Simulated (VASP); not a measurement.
Wanted: the native input for a VASP 6.6.1 run.

```
Task                   : electric field gradients
Functional             : PBEsol
Potentials or basis    : VASP PAW PBE potentials, release 64 (As)
Cutoff                 : 520 eV
k mesh                 : 6 × 6 × 6
Occupations            : fermi-dirac, width 0.05 eV
Spin                   : no spin polarisation
Dipole correction      : no
Further INCAR settings : LREAL = Auto; ALGO = Normal; EDIFF = 1e-08; NBANDS = 54
```

The structure of As lies in POSCAR:

```
As
1.0
    3.7615937974      2.1717571914      7.0281239890
   -3.7615937974      2.1717571914      7.0281239890
    0.0000000000     -4.3435143830      7.0281239890
As
16
Direct
    0.3870000000      0.3870000000      0.3870000000
    0.3870000000      0.3870000000      0.8870000000
    0.3870000000      0.8870000000      0.3870000000
    0.3870000000      0.8870000000      0.8870000000
    0.8870000000      0.3870000000      0.3870000000
    0.8870000000      0.3870000000      0.8870000000
    0.8870000000      0.8870000000      0.3870000000
    0.8870000000      0.8870000000      0.8870000000
    0.1130000000      0.1130000000      0.1130000000
    0.1130000000      0.1130000000      0.6130000000
    0.1130000000      0.6130000000      0.1130000000
    0.1130000000      0.6130000000      0.6130000000
    0.6130000000      0.1130000000      0.1130000000
    0.6130000000      0.1130000000      0.6130000000
    0.6130000000      0.6130000000      0.1130000000
    0.6130000000      0.6130000000      0.6130000000
```

One way to write it, as run:

INCAR

```
  PREC = Accurate
  ENCUT = 520
  EDIFF = 1E-8
  ISMEAR = -1
  SIGMA = 0.05
  LREAL = Auto
  LASPH = T
  NELM = 100
  ALGO = Normal
  ISIF = 2
  LWAVE = F
  LCHARG = F
  GGA = PS
  LEFG = T
  NBANDS = 54
```

KPOINTS

```
regular mesh
0
Gamma
  6 6 6
```

Potentials or basis: VASP PAW PBE potentials, release 64 (As).

The run is started by

```bash
$ cat potpaw_PBE.64/As/POTCAR > POTCAR
$ mpirun -np 1 vasp_std > vasp.out
```

Results of the run:

* Pressure: 0.7 GPa
* Largest force: 0.440 eV/Å
* Band gap on the k mesh: zero (bands 40 and 41 overlap by 0.37 eV)
* Largest electric field gradient by atom: As -50.5 V/Å²

Caveat: without QUAD_EFG the Cq values of the log hold for a quadrupole moment of 1 mb, not for the nuclei; the PAW data sets were made with another functional, which shifts forces and pressure a little.

Wall time 19 min on 1 thread of Intel(R) Xeon(R) Platinum 8259CL CPU @ 2.50GHz (Skylake/Cascade Lake), on a shared host, peak memory 0.74 GiB.
